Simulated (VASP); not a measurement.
**ScAl3: single point with PBE**

ScAl3:

```
Sc Al
1.0
     4.10591    0.00000    0.00000
     0.00000    4.10591    0.00000
     0.00000    0.00000    4.10591
Sc Al
1 3
Direct
  0.00000 0.00000 0.00000
  0.50000 0.00000 0.50000
  0.00000 0.50000 0.50000
  0.50000 0.50000 0.00000
```

```json
{
 "Program": "VASP 6.6.1",
 "Task": "single point",
 "Functional": "PBE",
 "Potentials or basis": "VASP PAW PBE potentials, release 64 (Sc_sv, Al)",
 "Cutoff": "520 eV",
 "k mesh": "12 × 12 × 12",
 "Occupations": "gaussian, width 0.1 eV",
 "Spin": "no spin polarisation",
 "Dipole correction": "no",
 "Further INCAR settings": "ALGO = Normal; EDIFF = 1e-07; NBANDS = 18"
}
```

| Property | Result |
| --- | --- |
| Pressure | 0.0 GPa |
| Band gap on the k mesh | zero (band 10 reaches 8.07 eV, above the bottom of band 11 at 4.21 eV) |

Levels at points of the mesh, in eV from the Fermi level:
| k point | band 6 | band 7 | band 8 | band 9 | band 10 | band 11 | band 12 | band 13 | band 14 | band 15 |
| --- | --- | --- | --- | --- | --- | --- | --- | --- | --- | --- |
| (0.00, 0.00, 0.00) | -2.63 | -2.63 | -1.83 | -1.83 | -1.83 | 1.24 | 1.28 | 1.28 | 1.28 | 4.65 |
| (0.50, 0.00, 0.00) | -7.31 | -1.72 | -1.72 | -1.47 | 0.77 | 0.96 | 0.96 | 1.34 | 1.61 | 2.13 |
| (0.50, 0.50, 0.00) | -5.64 | -5.64 | -4.35 | -0.55 | -0.55 | 1.18 | 1.34 | 2.04 | 2.46 | 3.37 |
| (0.50, 0.50, 0.50) | -4.80 | -4.80 | -4.45 | -2.97 | -2.97 | -2.97 | 0.91 | 2.56 | 2.56 | 3.95 |

Wall time 51 s on 1 thread of Intel(R) Xeon(R) Platinum 8488C (Sapphire Rapids), on a shared host, peak memory 0.24 GiB.
